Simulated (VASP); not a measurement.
# WS2 (P6_3/mmc) in VASP: further runs, part 2 of 2

VASP 6.6.1.

**3. Single point, PBE, collinear spin**

Input file INCAR:

```
PREC = Accurate
ENCUT = 520
EDIFF = 1E-6
ISMEAR = 0
SIGMA = 0.05
LREAL = F
LASPH = T
NELM = 150
ALGO = Normal
ISIF = 2
LWAVE = F
LCHARG = F
ISPIN = 2
MAGMOM = 2 2 0 0 0 0
LORBIT = 11
LMAXMIX = 4
GGA = PE
NBANDS = 39
```

Input file KPOINTS:

```
regular mesh
0
Gamma
  10 10 2
```

Input file POSCAR:

```
WS2
1.0
    3.1878273111      0.0000000001      0.0000000000
   -1.5939136556      2.7607394343      0.0000000000
    0.0000000000      0.0000000000     14.8571278143
W S
2 4
Direct
    0.3333333333      0.6666666667      0.2500000000
    0.6666666667      0.3333333333      0.7500000000
    0.3333333333      0.6666666667      0.6442570267
    0.6666666667      0.3333333333      0.1442570267
    0.3333333333      0.6666666667      0.8557429733
    0.6666666667      0.3333333333      0.3557429733
```

Potentials or basis: VASP PAW PBE potentials, release 64 (W_sv, S).

Run with:

```bash
$ cat potpaw_PBE.64/W_sv/POTCAR potpaw_PBE.64/S/POTCAR > POTCAR
$ mpirun -np 1 vasp_std > vasp.out
```

OUTCAR:

```text
PREC = Accurate
   ENCUT = 520
   EDIFF = 1E-6
   ISMEAR = 0
   LREAL = F
   LASPH = T
   NELM = 150
   ISIF = 2
   ISPIN = 2
   LORBIT = 11
   GGA = PE

 ion  position               nearest neighbor table
   1  0.333  0.667  0.250-   4 2.42   6 2.42   4 2.42   6 2.42   4 2.42   6 2.42
   2  0.667  0.333  0.750-   3 2.42   5 2.42   3 2.42   5 2.42   3 2.42   5 2.42
   3  0.333  0.667  0.644-   2 2.42   2 2.42   2 2.42
   4  0.667  0.333  0.144-   1 2.42   1 2.42   1 2.42
   5  0.333  0.667  0.856-   2 2.42   2 2.42   2 2.42
   6  0.667  0.333  0.356-   1 2.42   1 2.42   1 2.42

  LATTYP: Found a hexagonal cell.
 ALAT       =     3.1878273111
 C/A-ratio  =     4.6605811308

  Lattice vectors:

 A1 = (   3.1878273111,   0.0000000001,   0.0000000000)
 A2 = (  -1.5939136556,   2.7607394343,   0.0000000000)
 A3 = (   0.0000000000,   0.0000000000,  14.8571278143)

Analysis of symmetry for initial positions (statically):
=====================================================================
 Subroutine PRICEL returns:
 Original cell was already a primitive cell.

 Routine SETGRP: Setting up the symmetry group for a
 hexagonal supercell.

 Subroutine GETGRP returns: Found 24 space group operations
 (whereof 12 operations were pure point group operations)
 out of a pool of 24 trial point group operations.

The static configuration has the point symmetry D_3d.
 The point group associated with its full space group is D_6h.

Analysis of symmetry for dynamics (positions and initial velocities):
=====================================================================
 Subroutine PRICEL returns:
 Original cell was already a primitive cell.

 Routine SETGRP: Setting up the symmetry group for a
 hexagonal supercell.

 Subroutine GETGRP returns: Found 24 space group operations
 (whereof 12 operations were pure point group operations)
 out of a pool of 24 trial point group operations.
[... 179 lines left out ...]
 Fermi energy:         4.9488651425

 spin component 1

 k-point     1 :       0.0000    0.0000    0.0000
  band No.  band energies     occupation
      1     -69.5237      1.00000
      2     -69.5236      1.00000
      3     -33.7515      1.00000
      4     -33.7515      1.00000
      5     -33.6078      1.00000
      6     -33.6078      1.00000
[... 973 lines left out ...]
     37      12.4067      0.00000
     38      12.4067      0.00000

 [... further k-points ...]

 spin component 2

 k-point     1 :       0.0000    0.0000    0.0000
  band No.  band energies     occupation
      1     -69.5237      1.00000
      2     -69.5236      1.00000
      3     -33.7515      1.00000
      4     -33.7515      1.00000
      5     -33.6079      1.00000
      6     -33.6079      1.00000
[... 973 lines left out ...]
     37      12.4066      0.00000
     38      12.4066      0.00000

 [... further k-points ...]

 [bands above 38 left out]

------------------------ aborting loop because EDIFF is reached ----------------------------------------

  FORCE on cell =-STRESS in cart. coord.  units (eV):
  Direction    XX          YY          ZZ          XY          YZ          ZX
  --------------------------------------------------------------------------------------
  -------------------------------------------------------------------------------------
  Total       -0.0341084     -0.0341084     -0.0407246     -0.0000000      0.0000000      0.0000000
  in kB       -0.4179432     -0.4179432     -0.4990137     -0.0000000      0.0000000      0.0000000
  external PRESSURE =      -0.4449667 kB  Pullay stress =       0.0000000 kB

 VOLUME and BASIS-vectors are now :
 -----------------------------------------------------------------------------
  energy-cutoff  :      520.00
  volume of cell :      130.75
      direct lattice vectors                 reciprocal lattice vectors
     3.187827311  0.000000000  0.000000000     0.313693278  0.181110899  0.000000000
    -1.593913656  2.760739434  0.000000000    -0.000000000  0.362221797  0.000000000
     0.000000000  0.000000000 14.857127814     0.000000000  0.000000000  0.067307760

 POSITION                                       TOTAL-FORCE (eV/Angst)
 -----------------------------------------------------------------------------------
     -0.00000      1.84049      3.71428         0.000000     -0.000000      0.000000
      1.59391      0.92025     11.14285        -0.000000      0.000000      0.000000
     -0.00000      1.84049      9.57181        -0.000000      0.000000     -0.003475
      1.59391      0.92025      2.14325         0.000000     -0.000000     -0.003475
     -0.00000      1.84049     12.71388        -0.000000      0.000000      0.003475
      1.59391      0.92025      5.28532        -0.000000      0.000000      0.003475
 -----------------------------------------------------------------------------------
    total drift:                                0.000000     -0.000000      0.000000

  FREE ENERGIE OF THE ION-ELECTRON SYSTEM (eV)
  ---------------------------------------------------
  free  energy   TOTEN  =       -47.3641141745 eV

  energy  without entropy=      -47.3641141745  energy(sigma->0) =      -47.36411417

 total charge

# of ion       s       p       d       tot
------------------------------------------
    1        2.317   6.320   3.356  11.993
    2        2.317   6.320   3.356  11.993
    3        1.358   2.360   0.000   3.717
    4        1.358   2.360   0.000   3.717
    5        1.358   2.360   0.000   3.717
    6        1.358   2.360   0.000   3.717
--------------------------------------------------
tot         10.066  22.078   6.712  38.856

 magnetization (x)

# of ion       s       p       d       tot
------------------------------------------
    1       -0.000  -0.000  -0.000  -0.000
    2       -0.000  -0.000  -0.000  -0.000
    3       -0.000  -0.000   0.000  -0.000
    4       -0.000  -0.000   0.000  -0.000
    5       -0.000  -0.000   0.000  -0.000
    6       -0.000  -0.000   0.000  -0.000
--------------------------------------------------
tot         -0.000  -0.000  -0.000  -0.000
```

OSZICAR:

```text
N       E                     dE             d eps       ncg     rms          rms(c)
DAV:   1     0.502565535150E+03    0.50257E+03   -0.27722E+04  4792   0.129E+03
DAV:   2    -0.177438976385E+02   -0.52031E+03   -0.49893E+03  5116   0.362E+02
DAV:   3    -0.485135651421E+02   -0.30770E+02   -0.30249E+02  5491   0.868E+01
[... 11 lines left out ...]
DAV:  15    -0.473640699605E+02   -0.56556E-04   -0.30717E-04  4774   0.877E-02    0.600E-02
DAV:  16    -0.473641329860E+02   -0.63025E-04   -0.17129E-04  4701   0.661E-02    0.327E-02
DAV:  17    -0.473641115045E+02    0.21481E-04   -0.60585E-05  4207   0.340E-02    0.204E-02
DAV:  18    -0.473641130479E+02   -0.15433E-05   -0.40604E-06  4578   0.935E-03    0.759E-03
DAV:  19    -0.473641140608E+02   -0.10129E-05   -0.15027E-06  4214   0.576E-03    0.254E-03
DAV:  20    -0.473641141745E+02   -0.11377E-06   -0.34148E-07  3452   0.359E-03
   1 F= -.47364114E+02 E0= -.47364114E+02  d E =-.384805E-15  mag=     0.0000
```

stdout:

```text
POSCAR found type information on POSCAR W S
 POSCAR found :  2 types and       6 ions
 scaLAPACK will be used
 LDA part: xc-table for (Slater+PW92), standard interpolation
 POSCAR, INCAR and KPOINTS ok, starting setup
 FFT: planning ... GRIDC
 FFT: planning ... GRID_SOFT
 FFT: planning ... GRID
 WAVECAR not read
 entering main loop
```

It took 3.3 min on 1 thread of AMD EPYC 9R45 (Zen 5), shared host; peak memory 0.38 GiB.

What came out:

- Free energy: -47.3641 eV
- Pressure: 0.0 GPa
- Largest force: 0.003 eV/Å
- Band gap on the k mesh: 1.78 eV (least direct gap 2.14 eV)
- Net moment: 0.00 μB per cell
- Valence electrons inside the program's atomic spheres: W 11.99; S 3.72

Forces in eV/Å, atoms in the order of the input:
```
W    0.000  0.000  0.000
W    0.000  0.000  0.000
S    0.000  0.000 -0.003
S    0.000  0.000 -0.003
S    0.000  0.000  0.003
S    0.000  0.000  0.003
```

Levels at points of the mesh, in eV from the valence-band top:
Spin up:
| k point | band 23 | band 24 | band 25 | band 26 | band 27 | band 28 | band 29 | band 30 |
| --- | --- | --- | --- | --- | --- | --- | --- | --- |
| (0.00, 0.00, 0.00) | -1.79 | -1.79 | -0.41 | 0.00 | 2.70 | 2.70 | 2.70 | 2.70 |
| (0.50, 0.00, 0.00) | -1.46 | -1.44 | -1.11 | -1.09 | 2.66 | 2.66 | 3.08 | 3.14 |
| (0.00, 0.00, 0.50) | -1.79 | -1.79 | -0.18 | -0.18 | 2.70 | 2.70 | 2.70 | 2.70 |
| (0.50, 0.00, 0.50) | -1.45 | -1.45 | -1.10 | -1.10 | 2.66 | 2.66 | 3.11 | 3.11 |
Spin down:
```
           k point  band 24  band 25  band 26  band 27  band 28  band 29
(0.00, 0.00, 0.00)    -1.79    -0.41     0.00     2.70     2.70     2.70
(0.50, 0.00, 0.00)    -1.44    -1.11    -1.09     2.66     2.66     3.08
(0.00, 0.00, 0.50)    -1.79    -0.18    -0.18     2.70     2.70     2.70
(0.50, 0.00, 0.50)    -1.45    -1.10    -1.10     2.66     2.66     3.11
```

Caveat: spin-orbit coupling is left out, which moves the levels of the heavy elements; this functional lacks dispersion, which binds layers or chains, so the pressure and a relaxed spacing across them are unreliable. As with any semilocal functional, this PBE gap is likely too small.

**4. Single point, PBE, collinear spin**

Input file INCAR:

```
SYSTEM = WS2
ALGO = Normal
EDIFF = 1E-6
ENCUT = 520
GGA = PE
ISIF = 2
ISMEAR = 0
ISPIN = 2
LASPH = .TRUE.
LCHARG = .FALSE.
LMAXMIX = 4
LORBIT = 11
LREAL = .FALSE.
LWAVE = .FALSE.
MAGMOM = 0.05 0.05 0 0 0 0
NBANDS = 39
NELM = 150
PREC = Accurate
SIGMA = 0.05
```

Input file KPOINTS:

```
k-points
0
G
  10 10 2
  0 0 0
```

POSCAR is that of step 3.

Run with:

```bash
$ cat potpaw_PBE.64/W_sv/POTCAR potpaw_PBE.64/S/POTCAR > POTCAR
$ mpirun -np 1 vasp_std > vasp.out
```

Wall time 4.2 min (1 thread of Intel Xeon Platinum 8488C (Sapphire Rapids), shared host); peak memory 0.41 GiB.

It converged, with:

| Item | Value |
| --- | --- |
| Free energy | -47.3641 eV |
| Pressure | 0.0 GPa |
| Largest force | 0.003 eV/Å |
| Band gap on the k mesh | 1.78 eV (least direct gap 2.14 eV) |
| Net moment | 0.00 μB per cell |
| Valence electrons inside the program's atomic spheres | W 11.99; S 3.72 |

Forces on the atoms (eV/Å):
```
W    0.000  0.000  0.000
W    0.000  0.000  0.000
S    0.000  0.000 -0.003
S    0.000  0.000 -0.003
S    0.000  0.000  0.003
S    0.000  0.000  0.003
```

Levels at points of the mesh, in eV from the valence-band top:
Spin up:
| k point | band 24 | band 25 | band 26 | band 27 | band 28 | band 29 |
| --- | --- | --- | --- | --- | --- | --- |
| (0.00, 0.00, 0.00) | -1.79 | -0.41 | 0.00 | 2.70 | 2.70 | 2.70 |
| (0.50, 0.00, 0.00) | -1.44 | -1.11 | -1.09 | 2.66 | 2.66 | 3.08 |
| (0.00, 0.00, 0.50) | -1.79 | -0.18 | -0.18 | 2.70 | 2.70 | 2.70 |
| (0.50, 0.00, 0.50) | -1.45 | -1.10 | -1.10 | 2.66 | 2.66 | 3.11 |
Spin down:
```
           k point  band 22  band 23  band 24  band 25  band 26  band 27  band 28  band 29  band 30  band 31
(0.00, 0.00, 0.00)    -1.79    -1.79    -1.79    -0.41     0.00     2.70     2.70     2.70     2.70     2.84
(0.50, 0.00, 0.00)    -2.31    -1.46    -1.44    -1.11    -1.09     2.66     2.66     3.08     3.14     3.75
(0.00, 0.00, 0.50)    -1.79    -1.79    -1.79    -0.18    -0.18     2.70     2.70     2.70     2.70     2.85
(0.50, 0.00, 0.50)    -2.31    -1.45    -1.45    -1.10    -1.10     2.66     2.66     3.11     3.11     3.86
```

Caveat: spin-orbit coupling is left out, which moves the levels of the heavy elements; this functional lacks dispersion, which binds layers or chains, so the pressure and a relaxed spacing across them are unreliable. PBE gaps usually lie below the measured ones, often by a third to a half.

**5. Single point, PBE, collinear spin**

Input file INCAR:

```
ALGO = Normal ; EDIFF = 1E-6
ENCUT = 520 ; GGA = PE
ISIF = 2 ; ISMEAR = 0
ISPIN = 2 ; LASPH = True
LCHARG = False ; LMAXMIX = 4
LORBIT = 11 ; LREAL = False
LWAVE = False ; MAGMOM = 2 -2 0 0 0 0
NBANDS = 39 ; NELM = 150
PREC = Accurate ; SIGMA = 0.05
```

Input file KPOINTS:

```
k-points
0
Gamma
  10 10 2
```

POSCAR is that of step 4.

Run with:

```bash
$ cat potpaw_PBE.64/W_sv/POTCAR potpaw_PBE.64/S/POTCAR > POTCAR
$ mpirun -np 1 vasp_std > vasp.out
```

Run time: 4.1 min. Hardware: 1 thread of Intel Xeon Platinum 8488C (Sapphire Rapids), shared host; peak memory 0.41 GiB.

It converged, with:

- Free energy: -47.3641 eV
- Pressure: 0.0 GPa
- Largest force: 0.004 eV/Å
- Band gap on the k mesh: 1.78 eV (least direct gap 2.14 eV)
- Net moment: 0.00 μB per cell
- Valence electrons inside the program's atomic spheres: W 11.99; S 3.72

Forces on the atoms (eV/Å):
```
W    0.000  0.000  0.000
W    0.000  0.000  0.000
S    0.000  0.000 -0.004
S    0.000  0.000 -0.004
S    0.000  0.000  0.004
S    0.000  0.000  0.004
```

Levels at points of the mesh, in eV from the valence-band top:
Spin up:
```csv
k point,band 22,band 23,band 24,band 25,band 26,band 27,band 28,band 29,band 30,band 31
"(0.00, 0.00, 0.00)",-1.79,-1.79,-1.79,-0.41,0.00,2.70,2.70,2.70,2.70,2.84
"(0.50, 0.00, 0.00)",-2.31,-1.46,-1.44,-1.11,-1.09,2.66,2.66,3.08,3.14,3.75
"(0.00, 0.00, 0.50)",-1.79,-1.79,-1.79,-0.18,-0.18,2.70,2.70,2.70,2.70,2.85
"(0.50, 0.00, 0.50)",-2.31,-1.45,-1.45,-1.10,-1.10,2.66,2.66,3.11,3.11,3.86
```
Spin down:
```tsv
k point	band 24	band 25	band 26	band 27	band 28	band 29
(0.00, 0.00, 0.00)	-1.79	-0.41	0.00	2.70	2.70	2.70
(0.50, 0.00, 0.00)	-1.44	-1.11	-1.09	2.66	2.66	3.08
(0.00, 0.00, 0.50)	-1.79	-0.18	-0.18	2.70	2.70	2.70
(0.50, 0.00, 0.50)	-1.45	-1.10	-1.10	2.66	2.66	3.11
```

Caveat: spin-orbit coupling is left out, which moves the levels of the heavy elements; this functional lacks dispersion, which binds layers or chains, so the pressure and a relaxed spacing across them are unreliable. A k mesh can miss the band edges.
